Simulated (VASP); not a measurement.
Input of a VASP 6.6.1 run:

INCAR

```
PREC = Accurate ; ENCUT = 520
EDIFF = 1E-6 ; ISMEAR = 0
SIGMA = 0.1 ; LREAL = False
LASPH = True ; NELM = 80
ALGO = Fast ; ISIF = 2
LWAVE = False ; LCHARG = True
GGA = PE ; LELF = True
LVHAR = True ; NBANDS = 15
```

The input KPOINTS:

```
Automatic mesh
0
Gamma
  6 6 6
```

The input POSCAR:

```
Al3As
1.0
   -1.9550604938      1.9550604938      4.5893087977
    1.9550604938     -1.9550604938      4.5893087977
    1.9550604938      1.9550604938     -4.5893087977
Al As
3 1
Direct
    0.5000000000      0.5000000000      0.0000000000
    0.2500000000      0.7500000000      0.5000000000
    0.7500000000      0.2500000000      0.5000000000
    0.0000000000      0.0000000000      0.0000000000
```

Potentials or basis: VASP PAW PBE potentials, release 64 (Al, As).

Command:

```bash
$ cat potpaw_PBE.64/Al/POTCAR potpaw_PBE.64/As/POTCAR > POTCAR
$ mpirun -np 1 vasp_std > vasp.out
```

Estimate the band gap on the k mesh.

zero (band 7 reaches 8.82 eV, above the bottom of band 8 at 5.02 eV).

Estimate the pressure.

0.0 GPa.

Stress tensor (GPa, compression positive):
```
-0.13  0.00  0.00
 0.00 -0.13  0.00
 0.00  0.00  0.21
```

Caveat: the k points lie up to 0.38 Å⁻¹ apart.
